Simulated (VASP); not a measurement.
# ZnS (F-43m) in VASP: further runs, part 3 of 3

VASP 6.6.1. The steps go on from the part before.

## Step 6: Electric field gradients, PBE (volume scaled by 0.99)

INCAR

```
PREC = Accurate
ENCUT = 520
EDIFF = 1E-8
ISMEAR = -1
SIGMA = 0.01
LREAL = F
LASPH = T
NELM = 100
ALGO = Normal
ISIF = 2
LWAVE = F
LCHARG = F
GGA = PE
LEFG = T
NBANDS = 16
```

KPOINTS

```
Automatic mesh
0
Gamma
  8 8 8
```

POSCAR

```
ZnS
1.0
    0.0000000000      2.6956042803      2.6956042803
    2.6956042803      0.0000000000      2.6956042803
    2.6956042803      2.6956042803      0.0000000000
Zn S
1 1
Direct
    0.0000000000      0.0000000000      0.0000000000
    0.7500000000      0.7500000000      0.7500000000
```

Potentials or basis: VASP PAW PBE potentials, release 64 (Zn, S).

Started as:

```bash
$ cat potpaw_PBE.64/Zn/POTCAR potpaw_PBE.64/S/POTCAR > POTCAR
$ mpirun -np 1 vasp_std > vasp.out
```

OUTCAR:

```text
PREC = Accurate
   ENCUT = 520
   EDIFF = 1E-8
   ISMEAR = -1
   LREAL = F
   LASPH = T
   NELM = 100
   ISIF = 2
   GGA = PE

 ion  position               nearest neighbor table
   1  0.000  0.000  0.000-   2 2.33   2 2.33   2 2.33   2 2.33
   2  0.750  0.750  0.750-   1 2.33   1 2.33   1 2.33   1 2.33

  LATTYP: Found a face centered cubic cell.
 ALAT       =     5.3912085606

  Lattice vectors:

 A1 = (   0.0000000000,   2.6956042803,   2.6956042803)
 A2 = (   2.6956042803,   0.0000000000,   2.6956042803)
 A3 = (   2.6956042803,   2.6956042803,   0.0000000000)

Analysis of symmetry for initial positions (statically):
=====================================================================
 Subroutine PRICEL returns:
 Original cell was already a primitive cell.

 Routine SETGRP: Setting up the symmetry group for a
 face centered cubic supercell.

[... 642 lines left out ...]
  energy-cutoff  :      520.00
  volume of cell :       39.17
      direct lattice vectors                 reciprocal lattice vectors
     0.000000000  2.695604280  2.695604280    -0.185487167  0.185487167  0.185487167
     2.695604280  0.000000000  2.695604280     0.185487167 -0.185487167  0.185487167
     2.695604280  2.695604280  0.000000000     0.185487167  0.185487167 -0.185487167

 POSITION                                       TOTAL-FORCE (eV/Angst)
 -----------------------------------------------------------------------------------
      0.00000      0.00000      0.00000         0.000000      0.000000      0.000000
      4.04341      4.04341      4.04341        -0.000000     -0.000000     -0.000000
 -----------------------------------------------------------------------------------
    total drift:                               -0.000001     -0.000001     -0.000001

  FREE ENERGIE OF THE ION-ELECTRON SYSTEM (eV)
  ---------------------------------------------------
  free  energy   TOTEN  =        -6.8434706882 eV

  energy  without entropy=       -6.8434706882  energy(sigma->0) =       -6.84347069

 Electric field gradients (V/A^2)
---------------------------------------------------------------------
 ion       V_xx      V_yy      V_zz      V_xy      V_xz      V_yz
---------------------------------------------------------------------
   1       0.000     0.000    -0.000    -0.003    -0.003    -0.003
   2       0.000    -0.000     0.000    -0.000    -0.000    -0.000
---------------------------------------------------------------------

 Electric field gradients after diagonalization (V/A^2)
 (convention: |V_zz| > |V_xx| > |V_yy|)
----------------------------------------------------------------------
 ion       V_xx      V_yy      V_zz     asymmetry (V_yy - V_xx)/ V_zz
----------------------------------------------------------------------
   1       0.003     0.003    -0.005       0.000
   2       0.000     0.000    -0.000       0.000
----------------------------------------------------------------------

           NMR quadrupolar parameters

 Cq : quadrupolar parameter    Cq=e*Q*V_zz/h
 eta: asymmetry parameters     (V_yy - V_xx)/ V_zz
 Q  : nuclear electric quadrupole moment in mb (millibarn)
----------------------------------------------------------------------
 ion       Cq(MHz)       eta       Q (mb)
----------------------------------------------------------------------
   1      -0.000       0.000       1.000
   2      -0.000       0.000       1.000
----------------------------------------------------------------------
```

OSZICAR:

```text
N       E                     dE             d eps       ncg     rms          rms(c)
DAV:   1     0.888159085840E+02    0.88816E+02   -0.90184E+03   936   0.135E+03
DAV:   2    -0.163244893880E+01   -0.90448E+02   -0.85189E+02  1072   0.259E+02
DAV:   3    -0.721134678665E+01   -0.55789E+01   -0.55560E+01  1136   0.629E+01
DAV:   4    -0.727041653261E+01   -0.59070E-01   -0.59055E-01  1136   0.681E+00
DAV:   5    -0.727108854638E+01   -0.67201E-03   -0.67200E-03  1176   0.691E-01    0.697E+00
DAV:   6    -0.686424709710E+01    0.40684E+00   -0.73365E-01  1352   0.301E+01    0.544E+00
DAV:   7    -0.684380718145E+01    0.20440E-01   -0.25432E-01  1104   0.455E+00    0.275E+00
DAV:   8    -0.684307570438E+01    0.73148E-03   -0.51347E-03  1168   0.884E-01    0.724E-01
DAV:   9    -0.684330912968E+01   -0.23343E-03   -0.12662E-03  1120   0.283E-01    0.984E-02
DAV:  10    -0.684347961449E+01   -0.17048E-03   -0.23638E-04  1120   0.125E-01    0.472E-02
DAV:  11    -0.684347004047E+01    0.95740E-05   -0.31609E-05  1128   0.624E-02    0.806E-03
DAV:  12    -0.684347044409E+01   -0.40362E-06   -0.34502E-06  1208   0.182E-02    0.437E-03
DAV:  13    -0.684347072291E+01   -0.27882E-06   -0.76771E-07  1088   0.614E-03    0.283E-03
DAV:  14    -0.684347070050E+01    0.22411E-07   -0.22871E-08  1160   0.262E-03    0.179E-03
DAV:  15    -0.684347068939E+01    0.11112E-07   -0.20146E-08  1112   0.213E-03    0.177E-04
DAV:  16    -0.684347068821E+01    0.11792E-08   -0.46859E-09   544   0.610E-04
   1 F= -.68434707E+01 E0= -.68434707E+01  d E =-.436220E-11
```

stdout:

```text
POSCAR found type information on POSCAR ZnS
 POSCAR found :  2 types and       2 ions
 scaLAPACK will be used
 LDA part: xc-table for (Slater+PW92), standard interpolation
 POSCAR, INCAR and KPOINTS ok, starting setup
 FFT: planning ... GRIDC
 FFT: planning ... GRID_SOFT
 FFT: planning ... GRID
 WAVECAR not read
 entering main loop
ion   1

ion   2
```

It took 32 s on 1 thread of Intel Xeon 8259CL, shared host; peak memory 0.16 GiB.

What came out:

```
Free energy            : -6.8435 eV
Pressure               : 2.3 GPa
Band gap on the k mesh : 2.15 eV, direct
```

Caveat: without QUAD_EFG the Cq values of the log hold for a quadrupole moment of 1 mb, not for the nuclei.

## Step 7: The runs side by side

| cell | gap on the mesh (eV) | pressure (GPa) |
| --- | --- | --- |
| a = 3.773 Å, angles 60.0°, 2 atoms | 2.28 | 4.9 |
| a = 3.838 Å, angles 60.0°, 2 atoms | 2.06 | 0.8 |
| a = 3.812 Å, angles 60.0°, 2 atoms | 2.15 | 2.3 |

Alike in all rows: task electric field gradients; level PBE; potentials or basis VASP PAW PBE potentials, release 64 (Zn, S); no spin polarisation; k mesh 8 × 8 × 8; cutoff (eV) 520; smearing fermi-dirac 0.01 eV.

Absolute energies hang on the potentials; compare differences alone.
